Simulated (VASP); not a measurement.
Runs of VASP 6.6.1 on GaN. The structure is that of space group P6_3mc (No. 186), or close to it. The cells are those of the table. 

```tsv
cell	gap on the mesh (eV)	pressure (GPa)	largest force (eV/Å)
a = 3.041, b = 3.041, c = 4.522 Å, angles 90.0, 90.0, 120.0°, 4 atoms	3.36	68.6	3.20
a = 2.931, b = 2.931, c = 5.138 Å, angles 90.0, 90.0, 120.0°, 4 atoms	2.66	44.3	1.42
a = 3.152, b = 3.152, c = 4.830 Å, angles 90.0, 90.0, 120.0°, 4 atoms	2.54	17.2	1.19
a = 2.931, b = 2.931, c = 5.755 Å, angles 90.0, 90.0, 120.0°, 4 atoms	(a)	18.4	1.19
a = 2.931, b = 2.931, c = 4.830 Å, angles 90.0, 90.0, 120.0°, 4 atoms	(b)	67.9	0.37
```

Alike in all rows: task single point; level LDA; potentials or basis VASP PAW LDA potentials, release 64 (Ga_d, N); no spin polarisation; k mesh 12 × 12 × 6; cutoff (eV) 520; smearing gaussian 0.05 eV.

**Question.** Fill in the values left out.

**Answer.** (a) 0.74; (b) 3.47.

Caveats: forces of over 1 eV/Å act on the atoms, so gaps and moduli don't describe the material at rest (at least some runs); the stress differs along the axes, from 43 to 119 GPa (at least some runs); the stress differs along the axes, from 15 to 59 GPa (at least some runs); the stress differs along the axes, from 6 to 39 GPa (at least some runs); the stress differs along the axes, from -30 to 43 GPa (at least some runs); semilocal functionals underestimate gaps, and a narrow one can read as zero (at least some runs); the stress differs along the axes, from 62 to 71 GPa (at least some runs).

A k mesh can miss the band edges, and the runs leave out spin-orbit coupling on Ga.
